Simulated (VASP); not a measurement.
# Si3H2C4 in VASP: further runs, part 2 of 2

VASP 6.6.1. The steps go on from the part before.

## 4. Single point, PBEsol

Contents of INCAR:

```
SYSTEM = Si3H2C4
PREC     = Accurate       ! precision mode
ENCUT    = 520            ! plane-wave cutoff, eV
EDIFF    = 1E-7           ! SCF threshold, eV
ISMEAR   = 0              ! smearing method
SIGMA    = 0.05           ! smearing width, eV
LREAL    = Auto         
LASPH    = .True.         ! aspherical terms in the spheres
NELM     = 80             ! most SCF steps
ALGO     = Normal         ! electronic algorithm
ISIF     = 2              ! what is computed and relaxed
LWAVE    = .False.        ! write WAVECAR
LCHARG   = .True.         ! write CHGCAR
LDIPOL   = .True.       
IDIPOL   = 3            
DIPOL    = 0.5 0.5 0.352
GGA      = PS             ! functional
LELF     = .True.         ! ELF
LVHAR    = .True.       
LVACPOTAV= .True.       
NBANDS   = 45             ! bands
```

Contents of KPOINTS:

```
Automatic mesh
0
Gamma
  4 8 1
  0 0 0
```

Contents of POSCAR:

```
Si3H2C4
1.0
    6.1612406585      0.0000000000      0.0000000000
    0.0000000000      3.0806203293      0.0000000000
    0.0000000000      0.0000000000     20.0373883794
C Si H
8 6 4
Direct
    0.5000000000      0.5000000000      0.2321862369
    0.0000000000      0.5000000000      0.2321862369
    0.7500000000      0.0000000000      0.3408993827
    0.2500000000      0.0000000000      0.3408993827
   -0.0057329844      0.5000000000      0.4621924058
    0.5036562564      0.5000000000      0.4441306299
    0.3873584116      0.0000000000      0.5467955156
    0.6075790961      0.0000000000      0.5606695792
    0.2500000000      0.5000000000      0.2865428098
    0.7500000000      0.5000000000      0.2865428098
    0.5013318037      0.0000000000      0.3931163916
   -0.0031185871      0.0000000000      0.4009194755
    0.7171515862      0.5000000000      0.5128783538
    0.2717994677      0.5000000000      0.5055763200
    0.5000000000      0.2248963861      0.1983620084
    0.5000000000      0.7751036139      0.1983620084
    0.0000000000      0.7747262802      0.1982371399
    0.0000000000      0.2252737198      0.1982371399
```

Potentials or basis: VASP PAW PBE potentials, release 64 (C, Si, H).

The run is started by

```bash
> cat potpaw_PBE.64/C/POTCAR potpaw_PBE.64/Si/POTCAR potpaw_PBE.64/H/POTCAR > POTCAR
> mpirun -np 1 vasp_std > vasp.out
```

OUTCAR:

```text
SYSTEM = Si3H2C4
   PREC = Accurate
   ENCUT = 520
   EDIFF = 1E-7
   ISMEAR = 0
   LREAL = Auto
   LASPH = .True.
   NELM = 80
   ISIF = 2
   GGA = PS

 ion  position               nearest neighbor table
   1  0.500  0.500  0.232-  15 1.09  16 1.09   9 1.89  10 1.89
   2  0.000  0.500  0.232-  17 1.09  18 1.09   9 1.89  10 1.89
   3  0.750  0.000  0.341-  11 1.86  10 1.89  10 1.89  12 1.94
   4  0.250  0.000  0.341-  11 1.87   9 1.89   9 1.89  12 1.97
   5  0.994  0.500  0.462-  14 1.92  12 1.97  12 1.97  13 1.99
   6  0.504  0.500  0.444-  11 1.85  11 1.85  14 1.89  13 1.90
   7  0.387  0.000  0.547-   8 1.39  14 1.89  14 1.89
   8  0.608  0.000  0.561-   7 1.39  13 1.94  13 1.94
   9  0.250  0.500  0.287-   1 1.89   2 1.89   4 1.89   4 1.89  11 3.05  11 3.05  10 3.08  10 3.08

  10  0.750  0.500  0.287-   1 1.89   2 1.89   3 1.89   3 1.89  11 3.05  11 3.05   9 3.08   9 3.08

  11  0.501  0.000  0.393-   6 1.85   6 1.85   3 1.86   4 1.87  10 3.05  10 3.05   9 3.05   9 3.05
                            12 3.06  14 3.07  14 3.07  12 3.11  13 3.15  13 3.15
  12  0.997  0.000  0.401-   3 1.94   4 1.97   5 1.97   5 1.97  11 3.06  14 3.10  14 3.10  11 3.11

  13  0.717  0.500  0.513-   6 1.90   8 1.94   8 1.94   5 1.99  14 2.75  11 3.15  11 3.15
  14  0.272  0.500  0.506-   6 1.89   7 1.89   7 1.89   5 1.92  13 2.75  11 3.07  11 3.07  12 3.10
                            12 3.10
  15  0.500  0.225  0.198-   1 1.09
  16  0.500  0.775  0.198-   1 1.09
  17  0.000  0.775  0.198-   2 1.09
  18  0.000  0.225  0.198-   2 1.09

  LATTYP: Found a simple orthorhombic cell.
 ALAT       =     3.0806203293
 B/A-ratio  =     2.0000000000
 C/A-ratio  =     6.5043355680

  Lattice vectors:

 A1 = (   0.0000000000,  -3.0806203293,   0.0000000000)
 A2 = (   6.1612406585,   0.0000000000,   0.0000000000)
 A3 = (   0.0000000000,   0.0000000000,  20.0373883794)

Analysis of symmetry for initial positions (statically):
=====================================================================
 Subroutine PRICEL returns:
 Original cell was already a primitive cell.

 Routine SETGRP: Setting up the symmetry group for a
 simple orthorhombic supercell.
[... 172 lines left out ...]
 non-spin polarized calculation
 Gauss-broadening in eV      SIGMA  =   0.05
  energy-cutoff  :      520.00
  volume of cell :      380.32
 maximum number of plane-waves:     10275
 NGX is ok and might be reduce to    48
   NGX = 23   NGY = 11   NGZ = 75

 dipolmoment           0.000000      0.000000     -0.000129 electrons x Angstroem

 number of electron      59.9999999 magnetization

 dipolmoment           0.000000      0.000000      0.167624 electrons x Angstroem

 Free energy of the ion-electron system (eV)
  ---------------------------------------------------
  ext. energy  EPLUGINS =         0.00000000
  ---------------------------------------------------
  free energy    TOTEN  =      -123.54829857 eV

  energy without entropy =     -123.54637508  energy(sigma->0) =     -123.54733683

 E-fermi :   1.0375     XC(G=0):  -5.3030

 val. band max:        1.0079413625   @ k =   0.0000   0.0000   0.0000
 cond. band min:       1.0861579937   @ k =   0.0000   0.3750   0.0000
 fundamental gap:      0.0782166312
 Fermi energy:         1.0375404636

 k-point     1 :       0.0000    0.0000    0.0000
  band No.  band energies     occupation
      1     -15.7303      2.00000
      2     -14.8017      2.00000
      3     -13.4646      2.00000
      4     -12.5638      2.00000
      5     -12.2480      2.00000
      6     -12.2087      2.00000
[... 664 lines left out ...]
     41       5.9462      0.00000
     42       6.4842      0.00000
 [bands above 42 left out]

------------------------ aborting loop because EDIFF is reached ----------------------------------------

  FORCE on cell =-STRESS in cart. coord.  units (eV):
  Direction    XX          YY          ZZ          XY          YZ          ZX
  --------------------------------------------------------------------------------------
  -------------------------------------------------------------------------------------
  Total       -4.9831337     10.8075661     -5.9796467      0.0000000      0.0000000      0.0193830
  in kB      -20.9925723     45.5293047    -25.1906077      0.0000000      0.0000000      0.0816551
  external PRESSURE =      -0.2179584 kB  Pullay stress =       0.0000000 kB

 VOLUME and BASIS-vectors are now :
 -----------------------------------------------------------------------------
  energy-cutoff  :      520.00
  volume of cell :      380.32
      direct lattice vectors                 reciprocal lattice vectors
     6.161240658  0.000000000  0.000000000     0.162304973  0.000000000  0.000000000
     0.000000000  3.080620329  0.000000000     0.000000000  0.324609946  0.000000000
     0.000000000  0.000000000 20.037388379     0.000000000  0.000000000  0.049906703

 POSITION                                       TOTAL-FORCE (eV/Angst)
 -----------------------------------------------------------------------------------
      3.08062      1.54031      4.65241         0.002099      0.000000      0.744149
      0.00000      1.54031      4.65241        -0.001324      0.000000      0.559471
      4.62093      0.00000      6.83073         0.781196      0.000000      0.123465
      1.54031      0.00000      6.83073        -0.782570      0.000000      0.479345
      6.12592      1.54031      9.26113        -0.003067      0.000000      0.010712
      3.10315      1.54031      8.89922        -0.004235      0.000000     -0.015992
[... 10 lines left out ...]
      0.00000      2.38664      3.97215         0.001340      0.027802     -0.020528
      0.00000      0.69398      3.97215         0.001340     -0.027802     -0.020528
 -----------------------------------------------------------------------------------
    total drift:                                0.001310      0.000000     -0.015069

  FREE ENERGIE OF THE ION-ELECTRON SYSTEM (eV)
  ---------------------------------------------------
  free  energy   TOTEN  =      -123.5482985734 eV

  energy  without entropy=     -123.5463750786  energy(sigma->0) =     -123.54733683

 vacuum level on the upper side and lower side of the slab         5.801         4.203
```

stdout:

```text
POSCAR found type information on POSCAR C SiH
 POSCAR found :  3 types and      18 ions
 scaLAPACK will be used
 -----------------------------------------------------------------------------
[... 23 lines left out ...]
|     Did not find any points to average over, which means that no vacuum     |
|     field-free region was found. Please increase the size of  your cell     |
|     in the dimension of the dipole correction to obtain accurate            |
|     workfunction values.                                                    |
|                                                                             |
 -----------------------------------------------------------------------------
```

Wall time 5.5 min (1 thread of AMD EPYC 9R45 (Zen 5), shared host); peak memory 0.48 GiB.

What came out:

```
Free energy            : -123.5483 eV
Largest force          : 1.985 eV/Å
Band gap on the k mesh : zero (bands 30 and 31 overlap by 0.52 eV)
```

Forces on the atoms (eV/Å):
```
C    0.002  0.000  0.744
C   -0.001  0.000  0.559
C    0.781  0.000  0.123
C   -0.783  0.000  0.479
C   -0.003  0.000  0.011
C   -0.004  0.000 -0.016
C   -0.074  0.000  1.070
C    0.075  0.000 -1.984
Si  -0.442  0.000 -0.448
Si   0.441  0.000 -0.477
Si  -0.004  0.000  0.012
Si  -0.001  0.000  0.019
Si   0.027  0.000 -0.007
Si  -0.015  0.000  0.005
H    0.000 -0.030 -0.025
H    0.000  0.030 -0.025
H    0.001  0.028 -0.021
H    0.001 -0.028 -0.021
```

Caveat: the PAW data sets were made with another functional, which shifts forces and pressure a little.

## 5. Single point, PBEsol

Contents of INCAR:

```
SYSTEM = Si3H2C4
  PREC = Accurate
  ENCUT = 520
  EDIFF = 1E-6
  ISMEAR = 0
  SIGMA = 0.05
  LREAL = Auto
  LASPH = .True.
  NELM = 80
  ALGO = Normal
  ISIF = 2
  LWAVE = .False.
  LCHARG = .False.
  LDIPOL = .True.
  IDIPOL = 3
  DIPOL = 0.5 0.5 0.350
  GGA = PS
  NBANDS = 45
```

Contents of KPOINTS:

```
regular mesh
0
Gamma
  4 8 1
  0 0 0
```

Contents of POSCAR:

```
Si3H2C4
1.0
    6.1612406585      0.0000000000      0.0000000000
    0.0000000000      3.0806203293      0.0000000000
    0.0000000000      0.0000000000     20.0373883794
C Si H
8 6 4
Direct
    0.5000000000      0.5000000000      0.2321862369
    0.0000000000      0.5000000000      0.2321862369
    0.7500000000      0.0000000000      0.3408993827
    0.2500000000      0.0000000000      0.3408993827
   -0.0094682638      0.5000000000      0.4585858337
    0.5069179876      0.5000000000      0.4392204021
    0.3894670516      0.0000000000      0.5322227582
    0.6058163205      0.0000000000      0.5537325474
    0.2500000000      0.5000000000      0.2865428098
    0.7500000000      0.5000000000      0.2865428098
    0.5020783630      0.0000000000      0.3904615176
   -0.0050830547      0.0000000000      0.3989505798
    0.7145058482      0.5000000000      0.5097384165
    0.2683634935      0.5000000000      0.4981814087
    0.5000000000      0.2248963861      0.1983620084
    0.5000000000      0.7751036139      0.1983620084
    0.0000000000      0.7747262802      0.1982371399
    0.0000000000      0.2252737198      0.1982371399
```

The run is started by

```bash
> cat potpaw_PBE.64/C/POTCAR potpaw_PBE.64/Si/POTCAR potpaw_PBE.64/H/POTCAR > POTCAR
> mpirun -np 1 vasp_std > vasp.out
```

Run time: 5.1 min. Hardware: 1 thread of AMD EPYC 9R45 (Zen 5), shared host; peak memory 0.48 GiB.

The run converged. Its results:

```yaml
Free_energy: -123.2674 eV
Largest_force: 2.876 eV/Å
Band_gap_on_the_k_mesh: zero (bands 30 and 31 overlap by 0.09 eV)
```

Forces in eV/Å, atoms in the order of the input:
```
C    0.003  0.000  0.745
C    0.000  0.000  0.531
C    1.069  0.000 -0.744
C   -1.078  0.000 -0.032
C    0.009  0.000  0.020
C    0.004  0.000 -0.018
C   -0.061  0.000  2.876
C    0.066  0.000 -2.097
Si  -0.506  0.000 -0.563
Si   0.503  0.000 -0.601
Si   0.009  0.000 -0.002
Si  -0.010  0.000 -0.012
Si   0.013  0.000 -0.022
Si  -0.024  0.000  0.007
H   -0.002 -0.027 -0.021
H   -0.002  0.027 -0.021
H    0.003  0.028 -0.024
H    0.003 -0.028 -0.024
```

Levels at points of the mesh, in eV from the Fermi level:
```tsv
k point	band 28	band 29	band 30	band 31	band 32	band 33
(0.00, 0.00, 0.00)	-1.54	-1.40	-0.17	0.66	1.29	2.65
(0.50, 0.00, 0.00)	-1.61	-1.49	0.04	0.72	2.35	2.89
(0.00, 0.50, 0.00)	-2.21	-2.12	-1.67	-0.05	1.45	2.61
(0.50, 0.50, 0.00)	-3.03	-2.42	-2.13	0.62	2.27	2.60
```

Caveat: the PAW data sets were made with another functional, which shifts forces and pressure a little.

## 6. Overview

| task | cell | gap on the mesh (eV) | largest force (eV/Å) |
| --- | --- | --- | --- |
| relaxation of the atoms | atoms relaxed, atomic positions A | none | - |
| single point | as given, atomic positions B | none | 1.68 |
| single point | as given, atomic positions C | none | 1.99 |
| single point | as given, atomic positions D | none | 2.88 |

Alike in all rows: level PBEsol; potentials or basis VASP PAW PBE potentials, release 64 (C, Si, H); no spin polarisation; k mesh 4 × 8 × 1; cutoff (eV) 520; smearing gaussian 0.05 eV.

Caveats: the PAW data sets were made with another functional, which shifts forces and pressure a little.

Total energies depend on the potentials used, so only differences within one code and one set of settings carry meaning.
